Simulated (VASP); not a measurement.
Runs of VASP 6.6.1 on Zn2GeN. The structure is that of space group P-6m2 (No. 187), or close to it. The cells are those of the table. 

| task | cell | k mesh | cutoff (eV) | k mesh for the DOS | occupations for the DOS | gap on the mesh (eV) | pressure (GPa) | relaxed volume (Å³/atom) |
| --- | --- | --- | --- | --- | --- | --- | --- | --- |
| single point | a = 4.025, b = 4.025, c = 5.065 Å, angles 90.0, 90.0, 120.0°, 4 atoms | 12 × 12 × 10 | 520 | - | - | none | 0.3 | - |
| relaxation of cell and atoms | relaxed from a = 4.038, b = 4.038, c = 5.017 Å, angles 90.0, 90.0, 120.0°, 4 atoms | 12 × 12 × 10 | 600 | - | - | none | 0.0 | 17.84 |
| relaxation of cell and atoms | relaxed from a = 3.893, b = 3.893, c = 4.393 Å, angles 90.0, 90.0, 120.0°, 4 atoms | 6 × 6 × 4 | 600 | - | - | none | -0.1 | (a) |
| single point | a = 4.038, b = 4.038, c = 5.017 Å, angles 90.0, 90.0, 120.0°, 4 atoms | 6 × 6 × 4 | 520 | - | - | none | 0.3 | - |

Alike in all rows: level PBE; potentials or basis VASP PAW PBE potentials, release 64 (Zn, Ge_d, N); no spin polarisation; smearing gaussian 0.1 eV.

Fill in the values left out.

(a) 17.82.

Caveats: the volume moved by over 15 % at a fixed basis, so the end points are rough (some runs).

A k mesh can miss the band edges, and the runs leave out spin-orbit coupling on Ge.

A gap of «none» marks levels without a gap at the run's occupations.
